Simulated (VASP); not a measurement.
Br, 2 atoms in the cell. It takes space group P6_3/mmc (No. 194, hexagonal). Conventional cell: a = 3.018 Å, b = 3.018 Å, c = 9.283 Å, α = 90.00°, β = 90.00°, γ = 120.00°. Within 4.0 Å of Br (site symmetry -6m2) lie 6 Br at 3.02 Å. 

* Program: VASP 6.6.1
* Task: single point
* Functional: PBE
* Potentials or basis: VASP PAW PBE potentials, release 64 (Br)
* Cutoff: 520 eV
* k mesh: 9 × 9 × 3
* Occupations: fermi-dirac, width 0.02 eV
* Spin: no spin polarisation
* Dipole correction: no
* Further INCAR settings: ALGO = Normal; EDIFF = 1e-06; NBANDS = 14

Potentials or basis: VASP PAW PBE potentials, release 64 (Br).

Launch:

```bash
$ cat potpaw_PBE.64/Br/POTCAR > POTCAR
$ mpirun -np 1 vasp_std > vasp.out
```

Hardware: 1 thread of Intel Xeon 8259CL, with other jobs on the host.

Task: Estimate the wall time of this run.

Result: Run time: 52 s on 1 thread of Intel Xeon 8259CL (shared host), peak memory 0.18 GiB. Counts: scf iterations 11, k points 24.
